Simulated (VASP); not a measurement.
Write the native input for VASP 6.6.1 that does the following.

```yaml
Task: electric field gradients
Functional: r2SCAN
Potentials_or_basis: VASP PAW PBE potentials, release 64 (Li_sv, Br)
Cutoff: 720 eV
k_mesh: 10 × 10 × 10
Occupations: fermi-dirac, width 0.03 eV
Spin: no spin polarisation
Dipole_correction: no
Further_INCAR_settings: ALGO = Normal; EDIFF = 1e-08; NBANDS = 12
```

The system is LiBr.

```
CELL_PARAMETERS angstrom
0.00000 2.66758 2.66758
2.66758 0.00000 2.66758
2.66758 2.66758 0.00000
ATOMIC_POSITIONS crystal
Li 0.00000 0.00000 0.00000
Br 0.50000 0.50000 0.50000
```

This cell differs from its parent crystal: volume scaled by 0.9405.

These files were run (other wordings do the same):

POSCAR

```
LiBr
1.0
    0.0000000000      2.6675826783      2.6675826783
    2.6675826783      0.0000000000      2.6675826783
    2.6675826783      2.6675826783      0.0000000000
Li Br
1 1
Direct
    0.0000000000      0.0000000000      0.0000000000
    0.5000000000      0.5000000000      0.5000000000
```

INCAR.step1

```
PREC = Accurate
ENCUT = 720
ISMEAR = -1
SIGMA = 0.03
LREAL = False
LASPH = True
NELM = 120
NBANDS = 12
GGA = PE
ALGO = Normal
EDIFF = 1E-5
LWAVE = True
LCHARG = False
GGA_COMPAT = False
```

INCAR.step2

```
PREC = Accurate
ENCUT = 720
EDIFF = 1E-8
ISMEAR = -1
SIGMA = 0.03
LREAL = False
LASPH = True
NELM = 120
ALGO = Normal
ISIF = 2
LWAVE = False
LCHARG = False
METAGGA = R2SCAN
LMIXTAU = True
LEFG = True
NBANDS = 12
ISTART = 1
GGA_COMPAT = False
```

KPOINTS

```
regular mesh
0
Gamma
  10 10 10
```

Potentials or basis: VASP PAW PBE potentials, release 64 (Li_sv, Br).

Run with:

```sh
$ cat potpaw_PBE.64/Li_sv/POTCAR potpaw_PBE.64/Br/POTCAR > POTCAR
$ cp INCAR.step1 INCAR
$ mpirun -np 1 vasp_std > vasp.out
$ cp INCAR.step2 INCAR
$ mpirun -np 1 vasp_std > vasp.out
```

Results of the run:

| Quantity | Value |
| --- | --- |
| Pressure | 2.3 GPa |
| Band gap on the k mesh | 6.36 eV, indirect (the least direct gap lies 0.5 meV higher) |

Caveat: without QUAD_EFG the Cq values of the log hold for a quadrupole moment of 1 mb, not for the nuclei; the PAW data sets were made with another functional, which shifts forces and pressure a little.

Wall time 2.9 min on 1 thread of Intel(R) Xeon(R) Platinum 8488C (Sapphire Rapids), with other jobs on the host, peak memory 0.22 GiB.
